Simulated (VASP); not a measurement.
Crystal: CoO.

```
Co O
1.0
     3.15443    0.00000    0.00000
    -1.57721    2.73182    0.00000
     0.00000    0.00000    5.15804
Co O
2 2
Cartesian
  0.0000 1.8212 2.5964
  0.0000 0.0000 0.0179
  0.0000 1.8212 4.4955
  0.0000 0.0000 1.9168
```

Base run:

* Program: VASP 6.6.1
* Functional: r2SCAN
* Potentials or basis: VASP PAW PBE potentials, release 64 (Co, O)
* Cutoff: 520 eV
* k mesh: 10 × 10 × 5
* Occupations: fermi-dirac, width 0.05 eV
* Spin: collinear spin, ferromagnetic start
* Starting moments: [2.0, 2.0, 0.0, 0.0] μB

Its results: pressure 9.2 GPa; net moment 6.00 μB per cell; site moments Co +2.62; O +0.28 μB; largest force 0.503 eV/Å.

**Question.** The run is repeated on the same cell with these changes: functional from r2SCAN to PBEsol; further incar settings from ALGO = Normal; EDIFF = 1e-07; NBANDS = 27 to ALGO = Normal; EDIFF = 1e-06; NBANDS = 27. What comes out?

**Answer.** Pressure -3.0 GPa; net moment 5.52 μB per cell; site moments Co +2.37; O +0.30 μB; largest force 0.317 eV/Å.

Caveats: the PAW data sets were made with another functional, which shifts forces and pressure a little.
